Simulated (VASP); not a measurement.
Write the native input for VASP 6.6.1 that does the following.

```yaml
Task: single point
Functional: PBE
Potentials_or_basis: VASP PAW PBE potentials, release 64 (Bi_d)
Cutoff: 520 eV
k_mesh: 10 × 10 × 10
Occupations: fermi-dirac, width 0.05 eV
Spin: no spin polarisation
Dipole_correction: no
Further_INCAR_settings: ALGO = Normal; EDIFF = 1e-07; NBANDS = 22
```

The structure of Bi lies in POSCAR:

```
Bi
1.0
    0.0000000000      3.6433010368      3.6433010368
    3.6433010368      0.0000000000      3.6433010368
    3.6433010368      3.6433010368      0.0000000000
Bi
2
Direct
    0.0000000000      0.0000000000      0.0000000000
    0.2500000000      0.2500000000      0.2500000000
```

The input as run:

INCAR

```
SYSTEM = Bi
ALGO = Normal
EDIFF = 1E-7
ENCUT = 520
GGA = PE
ISIF = 2
ISMEAR = -1
LASPH = .TRUE.
LCHARG = .FALSE.
LREAL = .FALSE.
LWAVE = .FALSE.
NBANDS = 22
NELM = 100
PREC = Accurate
SIGMA = 0.05
```

KPOINTS

```
k-points
0
G
  10 10 10
  0 0 0
```

Potentials or basis: VASP PAW PBE potentials, release 64 (Bi_d).

Command:

```bash
$ cat potpaw_PBE.64/Bi_d/POTCAR > POTCAR
$ mpirun -np 1 vasp_std > vasp.out
```

Results of the run:

```
Pressure               : 0.0 GPa
Band gap on the k mesh : zero (band 15 reaches 3.99 eV, above the bottom of band 16 at 3.15 eV)
```

Caveat: spin-orbit coupling is left out, which moves the levels of the heavy elements.

Run time: 76 s on 1 thread of Intel(R) Xeon(R) Platinum 8375C CPU @ 2.90GHz (Ice Lake), on a shared host, peak memory 0.28 GiB.
